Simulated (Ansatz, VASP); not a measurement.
# SiO2 in VASP and in Ansatz

```
Si O
1.0
     4.97559    0.00000    0.00000
     0.00000    4.97559    0.00000
     0.00000    0.00000    6.90089
Si O
4 8
Direct
  0.80325 0.80325 0.50000
  0.69675 0.30325 0.25000
  0.30325 0.69675 0.75000
  0.19675 0.19675 0.00000
  0.76176 0.11039 0.43204
  0.88961 0.23824 0.06796
  0.11039 0.76176 0.56796
  0.26176 0.38961 0.81796
  0.23824 0.88961 0.93204
  0.73824 0.61039 0.31796
  0.38961 0.26176 0.18204
  0.61039 0.73824 0.68204
```

Alike in both runs: task relaxation of cell and atoms; functional LDA; k mesh 6 × 6 × 4; occupations fermi-dirac, width 0.05 eV; no spin polarisation.

```csv
,VASP,Ansatz
version,VASP 6.6.1,Ansatz 0.2.0
potentials or method,"VASP PAW LDA potentials, release 64 (Si, O)",Ansatz PAW
plane-wave cutoff (eV),600,420
valence electrons in the cell,64,64
```

VASP gave:

```
gap on the k mesh at the Fermi level, each at its own relaxed structure (eV) : 5.56
relaxed volume (Å³/atom)                                                     : 13.86
relaxed length of the cell vector where the two differ most in proportion (Å)              : 6.842
```

What did Ansatz give for the same quantities?

gap on the k mesh at the Fermi level, each at its own relaxed structure (eV): 5.55; relaxed volume (Å³/atom): 14.03; relaxed length of the cell vector where the two differ most in proportion (Å): 6.878.

LDA's correlation is that of Perdew and Zunger in VASP and of Perdew and Wang (1992) in Ansatz.

Noted on Ansatz's run: the plane-wave basis is chosen anew once the cell has moved, so the energies of steps on either side of that aren't comparable.
